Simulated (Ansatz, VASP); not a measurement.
One calculation of Al2Ru, two programs

The input INCAR:

```
SYSTEM = Al2Ru
  ALGO = Fast
  EDIFF = 1E-6
  ENCUT = 520
  GGA = PS
  ISIF = 2
  ISMEAR = 0
  LASPH = .True.
  LCHARG = .False.
  LREAL = .False.
  LWAVE = .False.
  NBANDS = 17
  NELM = 60
  PREC = Accurate
  SIGMA = 0.15
```

The input KPOINTS:

```
k-points
0
Gamma
  22 22 22
  0 0 0
```

File POSCAR:

```
Al2Ru
1.0
   -1.5606788820      1.5606788820      4.2115520738
    1.5606788820     -1.5606788820      4.2115520738
    1.5606788820      1.5606788820     -4.2115520738
Al Ru
2 1
Direct
    0.6733226118      0.6733226118      0.0000000000
    0.3551704468      0.3551704468      0.0000000000
   -0.0076064763     -0.0076064763      0.0000000000
```

Input for Ansatz:

```yaml
crystal:
  lattice:
    - [-1.560678882, 1.560678882, 4.2115520738]
    - [1.560678882, -1.560678882, 4.2115520738]
    - [1.560678882, 1.560678882, -4.2115520738]
  atoms:
    - { symbol: Al, position: [0.6733226118, 0.6733226118, 0.0] }
    - { symbol: Al, position: [0.3551704468, 0.3551704468, 0.0] }
    - { symbol: Ru, position: [-0.0076064763, -0.0076064763, 0.0] }
basis:
  ecutwfc: 420
kpoints:
  mp_grid: { grid: [22, 22, 22] }
hamiltonian:
  xc: pbesol
scf:
  occupations: { method: gaussian, width: 0.15 }
output:
  forces: true
  stress: true
  eigenvalues: true
  write_density: true
  write_potential: true
  elf: true
  volumetric_format: npy
```

Change from the starting cell: mode 4 (251.4 1/cm) frozen in, largest displacement -0.120 Å.

Alike in both runs: task single point; functional PBEsol; k mesh 22 × 22 × 22; occupations gaussian, width 0.15 eV; no spin polarisation.

|  | VASP | Ansatz |
| --- | --- | --- |
| version | VASP 6.6.1 | Ansatz 0.2.0 |
| potentials or method | VASP PAW PBE potentials, release 64 (Al, Ru_pv), cutoff 520 eV | scalar-relativistic, plane waves, PAW |
| valence electrons in the cell | 20 | 22 |

|  | VASP | Ansatz | Ansatz less VASP |
| --- | --- | --- | --- |
| gap on the k mesh at the Fermi level (eV) | none | none | - |
| pressure (GPa) | 2.1 | 2.0 | -0.10 |
| traceless stress, the component that is largest in VASP (GPa) | 0.15 | 0.14 | -0.014 |
| rms of the force components (eV/Å) | 0.632 | 0.626 | -0.0058 |

VASP's potentials were made for PBE, not for PBEsol. Atom by atom the forces differ by 0.006 eV/Å (rms over components). A gap of «none» marks a metal or a gap that the smearing closes. VASP's potentials hold 20 valence electrons a cell and Ansatz's 22, so a difference there can come from the potentials and not from the codes.
